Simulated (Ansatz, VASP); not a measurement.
One calculation of Si, two programs

```
CELL_PARAMETERS angstrom
0.00000 2.68832 2.71547
2.68832 0.00000 2.71547
2.68832 2.68832 0.00000
ATOMIC_POSITIONS crystal
Si 0.50000 0.50000 0.50000
Si 0.75000 0.75000 0.75000
```

Change from the starting cell: equal xx and yy strain of -1 %, crystal datasets.

Alike in both runs: task electric field gradients; functional LDA; k mesh 11 × 11 × 11; occupations fermi-dirac, width 0.08 eV; no spin polarisation.

|  | VASP | Ansatz |
| --- | --- | --- |
| version | VASP 6.6.1 | Ansatz 0.2.0 |
| potentials or method | VASP PAW LDA potentials, release 64 (Si), cutoff 520 eV | all-electron PAW with datasets made for the crystal, scalar-relativistic |

|  | VASP | Ansatz | Ansatz less VASP |
| --- | --- | --- | --- |
| pressure (GPa) | 0.4 | 0.3 | -0.11 |
| traceless stress, the component that is largest in VASP (GPa) | -0.65 | -0.65 | -0.001 |

LDA's correlation is that of Perdew and Zunger in VASP and of Perdew and Wang (1992) in Ansatz. Ansatz ran all-electron here, and VASP with PAW potentials.
